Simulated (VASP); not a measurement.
# SnO in VASP: a series of runs

The runs below take SnO through single point, with PBE+D3(BJ).

Program: VASP 6.6.1. These are calculated values, not measurements. Logs are shortened: lines on timing, memory, paths and dates and some standing lists are left out, and cuts for length are marked.

## Step 1: The cell of the first run

The cell holds a slab with vacuum, 4 atoms: a = 3.821 Å, b = 3.821 Å, c = 30.633 Å, α = 90.00°, β = 90.00°, γ = 90.00°.

## Step 2: Single point, PBE+D3(BJ)

INCAR

```
SYSTEM = SnO
PREC = Accurate
ENCUT = 520
EDIFF = 1E-6
ISMEAR = 0
SIGMA = 0.02
LREAL = .False.
LASPH = .True.
NELM = 60
ALGO = Normal
ISIF = 2
LWAVE = .False.
LCHARG = .False.
LDIPOL = .True.
IDIPOL = 3
DIPOL = 0.5 0.5 0.500
GGA = PE
IVDW = 12
NBANDS = 28
```

KPOINTS

```
regular mesh
0
Gamma
  6 6 1
  0 0 0
```

POSCAR

```
SnO
1.0
    3.8205604524      0.0000000000      0.0000000000
    0.0000000000      3.8205604524      0.0000000000
    0.0000000000      0.0000000000     30.6334027017
Sn O
2 2
Direct
    0.5000000000      0.0000000000      0.4614138404
    0.0000000000      0.5000000000      0.5385861596
    0.0000000000      0.0000000000      0.5000000000
    0.5000000000      0.5000000000      0.5000000000
```

Potentials or basis: VASP PAW PBE potentials, release 64 (Sn_d, O).

On the command line:

```bash
$ cat potpaw_PBE.64/Sn_d/POTCAR potpaw_PBE.64/O/POTCAR > POTCAR
$ mpirun -np 1 vasp_std > vasp.out
```

OUTCAR:

```text
SYSTEM = SnO
   PREC = Accurate
   ENCUT = 520
   EDIFF = 1E-6
   ISMEAR = 0
   LREAL = .False.
   LASPH = .True.
   NELM = 60
   ISIF = 2
   GGA = PE
   IVDW = 12
 IVDW          = 12

 ion  position               nearest neighbor table
   1  0.500  0.000  0.461-   3 2.25   4 2.25   4 2.25   3 2.25   2 3.59   2 3.59   2 3.59   2 3.59

   2  0.000  0.500  0.539-   3 2.25   4 2.25   3 2.25   4 2.25   1 3.59   1 3.59   1 3.59   1 3.59

   3  0.000  0.000  0.500-   1 2.25   2 2.25   2 2.25   1 2.25
   4  0.500  0.500  0.500-   1 2.25   2 2.25   1 2.25   2 2.25

  LATTYP: Found a simple tetragonal cell.
 ALAT       =     3.8205604524
 C/A-ratio  =     8.0180389980

  Lattice vectors:

 A1 = (   3.8205604524,   0.0000000000,   0.0000000000)
 A2 = (   0.0000000000,   3.8205604524,   0.0000000000)
 A3 = (   0.0000000000,   0.0000000000,  30.6334027017)

Analysis of symmetry for initial positions (statically):
=====================================================================
 Subroutine PRICEL returns:
 Original cell was already a primitive cell.

 Routine SETGRP: Setting up the symmetry group for a
 simple tetragonal supercell.

 Subroutine GETGRP returns: Found 16 space group operations
 (whereof  8 operations were pure point group operations)
 out of a pool of 16 trial point group operations.

The static configuration has the point symmetry D_2d.
 The point group associated with its full space group is D_4h.

Analysis of symmetry for dynamics (positions and initial velocities):
=====================================================================
 Subroutine PRICEL returns:
 Original cell was already a primitive cell.

 Routine SETGRP: Setting up the symmetry group for a
 simple tetragonal supercell.

 Subroutine GETGRP returns: Found 16 space group operations
 (whereof  8 operations were pure point group operations)
 out of a pool of 16 trial point group operations.

The dynamic configuration has the point symmetry D_2d.
 The point group associated with its full space group is D_4h.

 Subroutine INISYM returns: Found 16 space group operations
 (whereof  8 operations are pure point group operations),
 and found     1 'primitive' translations

----------------------------------------------------------------------------------------

                                     Primitive cell

  volume of cell :     447.1460

  direct lattice vectors                    reciprocal lattice vectors
     3.820560452  0.000000000  0.000000000     0.261741703  0.000000000  0.000000000
     0.000000000  3.820560452  0.000000000     0.000000000  0.261741703  0.000000000
     0.000000000  0.000000000 30.633402702     0.000000000  0.000000000  0.032644105

  length of vectors
     3.820560452  3.820560452 30.633402702     0.261741703  0.261741703  0.032644105

  position of ions in fractional coordinates (direct lattice)
     0.500000000  0.000000000  0.461413840
     0.000000000  0.500000000  0.538586160
     0.000000000  0.000000000  0.500000000
     0.500000000  0.500000000  0.500000000

  ion indices of the primitive-cell ions
   primitive index   ion index
                 1           1
                 2           2
                 3           3
                 4           4

----------------------------------------------------------------------------------------

 KPOINTS: regular mesh

Automatic generation of k-mesh.
 Grid dimensions read from file:
 generate k-points for:    6    6    1

 Generating k-lattice:

  Cartesian coordinates                     Fractional coordinates (reciprocal lattice)
     0.043623617  0.000000000  0.000000000     0.166666667  0.000000000  0.000000000
     0.000000000  0.043623617  0.000000000     0.000000000  0.166666667  0.000000000
     0.000000000  0.000000000  0.032644105     0.000000000  0.000000000  1.000000000

  Length of vectors
     0.043623617  0.043623617  0.032644105

  Shift w.r.t. Gamma in fractional coordinates (k-lattice)
     0.000000000  0.000000000  0.000000000

 Subroutine IBZKPT returns following result:
 ===========================================

 Found     10 irreducible k-points:

 Following reciprocal coordinates:
            Coordinates               Weight
  0.000000  0.000000  0.000000      1.000000
  0.166667  0.000000  0.000000      4.000000
  0.333333  0.000000  0.000000      4.000000
  0.500000  0.000000  0.000000      2.000000
  0.166667  0.166667  0.000000      4.000000
  0.333333  0.166667  0.000000      8.000000
  0.500000  0.166667  0.000000      4.000000
  0.333333  0.333333  0.000000      4.000000
  0.500000  0.333333  0.000000      4.000000
  0.500000  0.500000  0.000000      1.000000
   k-points           NKPTS =     10   k-points in BZ     NKDIM =     10   number of bands    NBANDS=     28
   number of dos      NEDOS =    301   number of ions     NIONS =      4
   total plane-waves  NPLWV = 188160
   dimension x,y,z NGX =    28 NGY =   28 NGZ =  240
   dimension x,y,z NGXF=    56 NGYF=   56 NGZF=  480
   ions per type =               2   2
   NGX,Y,Z   is equivalent  to a cutoff of  12.18, 12.18, 13.02 a.u.
   NGXF,Y,Z  is equivalent  to a cutoff of  24.37, 24.37, 26.05 a.u.
 SYSTEM =  SnO
   PREC   = accura    normal or accurate (medium, high low for compatibility)
   ISTART =      0    job   : 0-new  1-cont  2-samecut
   ICHARG =      2    charge: 1-file 2-atom 10-const
   ISPIN  =      1    spin polarized calculation?
   LNONCOLLINEAR =      F non collinear calculations
   LSORBIT =      F    spin-orbit coupling
   LASPH  =      T    aspherical Exc in radial PAW
   ENCUT  =  520.0 eV  38.22 Ry    6.18 a.u.   7.10  7.10 56.96*2*pi/ulx,y,z
   NELM   =     60;   NELMIN=  2; NELMDL= -5     # of ELM steps
   EDIFF  = 0.1E-05   stopping-criterion for ELM
   LREAL  =      F    real-space projection
   EDIFFG = 0.1E-04   stopping-criterion for IOM
   NSW    =      0    number of steps for IOM
   IBRION =     -1    ionic relax: 0-MD 1-quasi-New 2-CG
   NFREE  =      0    steps in history (QN), initial steepest desc. (CG)
   ISIF   =      2    stress and relaxation
   ISYM   =      2    0-nonsym 1-usesym 2-fastsym
   POTIM  = 0.5000    time-step for ionic-motion
   TEBEG  =    0.0;   TEEND  =   0.0 temperature during run
   PSTRESS=    0.0 pullay stress
   NELECT =      40.0000    total number of electrons
   NUPDOWN=      -1.0000    fix difference up-down
   EMIN   =  10.00;   EMAX   =-10.00  energy-range for DOS
   EFERMI =   0.00;   METHOD = LEGACY
   ISMEAR =     0;   SIGMA  =   0.02  broadening in eV -4-tet -1-fermi 0-gaus
   EFERMI_NEDOS =   21; number of points for ismear=-14 and -15
   IALGO  =     38    algorithm
   IMIX   =      4    mixing-type and parameters
     AMIX     =   0.40;   BMIX     =  1.00
     AMIX_MAG =   1.60;   BMIX_MAG =  1.00
  volume/ion in A,a.u.               =     111.79       754.37
  Fermi-wavevector in a.u.,A,eV,Ry     =   0.732170  1.383600  7.293707  0.536072
  Thomas-Fermi vector in A             =   1.824567
   LORBIT       =      0    0 simple, 1 ext, 2 COOP (PROOUT), +10 PAW based schemes
   GGA     = PE    functional components
   LHFCALC =     F    Hartree Fock is set to
   AEXX    =    0.0000 exact exchange contribution
   IVDW    =    12    specifies the selected vdW correction
   LEPSILON=     F    determine dielectric tensor
   LRPA    =     F    only Hartree local field effects (RPA)
 non-spin polarized calculation
 Gauss-broadening in eV      SIGMA  =   0.02
  energy-cutoff  :      520.00
  volume of cell :      447.15
 maximum number of plane-waves:     12070
   NGX = 15   NGY = 15   NGZ =113

 number of electron      39.9999978 magnetization

 dipolmoment           0.000000      0.000000      0.000000 electrons x Angstroem

 Free energy of the ion-electron system (eV)
  ---------------------------------------------------
  ext. energy  EPLUGINS =         0.00000000
  ---------------------------------------------------
  free energy    TOTEN  =       -22.57824615 eV

  energy without entropy =      -22.57824615  energy(sigma->0) =      -22.57824615

 E-fermi :  -3.4611     XC(G=0):  -2.0967

 val. band max:       -3.6086599529   @ k =   0.1667   0.1667   0.0000
 cond. band min:      -0.5165645661   @ k =   0.0000   0.0000   0.0000
 fundamental gap:      3.0920953868
 Fermi energy:        -3.4611217732

 k-point     1 :       0.0000    0.0000    0.0000
  band No.  band energies     occupation
      1     -24.1915      2.00000
      2     -23.8320      2.00000
      3     -23.7938      2.00000
      4     -23.7938      2.00000
      5     -23.7788      2.00000
      6     -23.7487      2.00000
[... 20 lines left out ...]
     27       2.0104      0.00000
     28       2.2078      0.00000

 k-point     2 :       0.1667    0.0000    0.0000
  band No.  band energies     occupation
      1     -24.1794      2.00000
      2     -23.8391      2.00000
      3     -23.7963      2.00000
      4     -23.7925      2.00000
      5     -23.7880      2.00000
      6     -23.7846      2.00000
[... 20 lines left out ...]
     27       2.2911      0.00000
     28       2.4195      0.00000

 k-point     3 :       0.3333    0.0000    0.0000
  band No.  band energies     occupation
      1     -24.1456      2.00000
      2     -23.9684      2.00000
      3     -23.8015      2.00000
      4     -23.7960      2.00000
      5     -23.7870      2.00000
      6     -23.7855      2.00000
[... 20 lines left out ...]
     27       2.8998      0.00000
     28       3.1680      0.00000

 k-point     4 :       0.5000    0.0000    0.0000
  band No.  band energies     occupation
      1     -24.0810      2.00000
      2     -24.0810      2.00000
      3     -23.8028      2.00000
      4     -23.8028      2.00000
      5     -23.7810      2.00000
      6     -23.7810      2.00000
[... 144 lines left out ...]
     27       4.0022      0.00000
     28       4.0136      0.00000

 k-point     9 :       0.5000    0.3333    0.0000
  band No.  band energies     occupation
      1     -24.1166      2.00000
      2     -24.1166      2.00000
      3     -23.7972      2.00000
      4     -23.7972      2.00000
      5     -23.7720      2.00000
      6     -23.7720      2.00000
[... 20 lines left out ...]
     27       3.9838      0.00000
     28       3.9838      0.00000

 k-point    10 :       0.5000    0.5000    0.0000
  band No.  band energies     occupation
      1     -24.1312      2.00000
      2     -24.1312      2.00000
      3     -23.7995      2.00000
      4     -23.7995      2.00000
      5     -23.7616      2.00000
      6     -23.7616      2.00000
[... 20 lines left out ...]
     27       3.9051      0.00000
     28       3.9051      0.00000

------------------------ aborting loop because EDIFF is reached ----------------------------------------

 vacuum level on the upper side and lower side of the slab       (xc-potential included)        -0.006        -0.006

 Edisp (eV)   -0.54840

 E8    (eV) :    -0.2480

  FORCE on cell =-STRESS in cart. coord.  units (eV):
  Direction    XX          YY          ZZ          XY          YZ          ZX
  --------------------------------------------------------------------------------------
  -------------------------------------------------------------------------------------
  Total       0.08564     0.08564     0.13708     0.00000     0.00000     0.00000
  in kB       0.30687     0.30687     0.49117     0.00000     0.00000     0.00000
  external pressure =        0.37 kB  Pullay stress =        0.00 kB

 VOLUME and BASIS-vectors are now :
 -----------------------------------------------------------------------------
  energy-cutoff  :      520.00
  volume of cell :      447.15
      direct lattice vectors                 reciprocal lattice vectors
     3.820560452  0.000000000  0.000000000     0.261741703  0.000000000  0.000000000
     0.000000000  3.820560452  0.000000000     0.000000000  0.261741703  0.000000000
     0.000000000  0.000000000 30.633402702     0.000000000  0.000000000  0.032644105

 POSITION                                       TOTAL-FORCE (eV/Angst)
 -----------------------------------------------------------------------------------
      1.91028      0.00000     14.13468        -0.000000      0.000000     -0.086009
      0.00000      1.91028     16.49873         0.000000      0.000000      0.086009
      0.00000      0.00000     15.31670         0.000000     -0.000000      0.000000
      1.91028      1.91028     15.31670         0.000000      0.000000      0.000000
 -----------------------------------------------------------------------------------
    total drift:                                0.000000      0.000000      0.000000

  FREE ENERGIE OF THE ION-ELECTRON SYSTEM (eV)
  ---------------------------------------------------
  free  energy   TOTEN  =       -23.1266503604 eV

  energy  without entropy=      -23.1266503604  energy(sigma->0) =      -23.12665036

 vacuum level on the upper side and lower side of the slab         1.783         1.783
```

Wall time 4.8 min (1 thread of AMD EPYC 7R13, shared host); peak memory 0.44 GiB.

Results:

* Free energy: -23.1267 eV
* Largest force: 0.086 eV/Å
* Band gap on the k mesh: 3.09 eV, indirect (least direct gap 3.14 eV)
* Dispersion energy per atom: -0.137 eV

Forces on the atoms (eV/Å):
```
Sn   0.000  0.000 -0.086
Sn   0.000  0.000  0.086
O    0.000  0.000  0.000
O    0.000  0.000  0.000
```

Caveat: spin-orbit coupling is left out, which moves the levels of the heavy elements.

(Continued in part 2 of 2.)
